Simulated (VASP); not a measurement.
Wanted: the native input for a VASP 6.6.1 run.

* Task: single point
* Functional: PBE
* Potentials or basis: VASP PAW PBE potentials, release 64 (Pd, Cl)
* Cutoff: 520 eV
* k mesh: 10 × 10 × 1
* Occupations: gaussian, width 0.1 eV
* Spin: no spin polarisation
* Dipole correction: yes
* Further INCAR settings: ALGO = Normal; EDIFF = 1e-06; NBANDS = 26

The structure of Pd3Cl lies in POSCAR:

```
Pd3Cl
1.0
    2.7875943942      0.0000000000      0.0000000000
    0.0000000000      2.7875943942      0.0000000000
    0.0000000000      0.0000000000     19.3873314569
Pd Cl
3 1
Direct
    0.5000000000      0.5000000000      0.2063202978
    0.0000000000      0.0000000000      0.3065748042
    0.5000000000      0.5000000000      0.4068291438
    0.6666666667      0.6666666667      0.5223074319
```

The input as run:

INCAR

```
SYSTEM = Pd3Cl
  ALGO = Normal
  DIPOL = 0.5 0.5 0.361
  EDIFF = 1E-6
  ENCUT = 520
  GGA = PE
  IDIPOL = 3
  ISIF = 2
  ISMEAR = 0
  LASPH = .TRUE.
  LCHARG = .FALSE.
  LDIPOL = .TRUE.
  LREAL = .FALSE.
  LWAVE = .FALSE.
  NBANDS = 26
  NELM = 100
  PREC = Accurate
  SIGMA = 0.1
```

KPOINTS

```
k-points
0
G
  10 10 1
  0 0 0
```

Potentials or basis: VASP PAW PBE potentials, release 64 (Pd, Cl).

The run is started by

```bash
$ cat potpaw_PBE.64/Pd/POTCAR potpaw_PBE.64/Cl/POTCAR > POTCAR
$ mpirun -np 1 vasp_std > vasp.out
```

It gave:

```
Largest force          : 0.295 eV/Å
Band gap on the k mesh : zero (an odd number of electrons rules out a gap without spin polarisation)
```

Wall time 2 min on 1 thread of AMD EPYC 9R45 96-Core Processor (Zen 5), on a shared host, peak memory 0.29 GiB.
